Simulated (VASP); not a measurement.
Runs of VASP 6.6.1 on Zn. The structure is that of space group Fm-3m (No. 225), or close to it. The cells are those of the table. 

| task | cell | k mesh | cutoff (eV) | gap on the mesh (eV) | pressure (GPa) |
| --- | --- | --- | --- | --- | --- |
| relaxation of cell and atoms | relaxed from a = 2.768 Å, angles 60.0°, 1 atom | 18 × 18 × 18 | 600 | none | -0.1 |
| single point | a = 2.778 Å, angles 60.0°, 1 atom | 18 × 18 × 18 | 520 | none | 0.3 |
| single point | a = 2.461 Å, angles 60.0°, 1 atom | 8 × 8 × 8 | 500 | none | (a) |
| single point | a = 2.768 Å, angles 60.0°, 1 atom | 10 × 10 × 10 | 500 | none | 0.8 |

Alike in all rows: level PBE; potentials or basis VASP PAW PBE potentials, release 64 (Zn); no spin polarisation; smearing gaussian 0.1 eV.

Problem. Fill in the values left out.

Solution. (a) 64.8.

Caveats: some runs use coarse meshes.

A gap of «none» marks levels without a gap at the run's occupations.
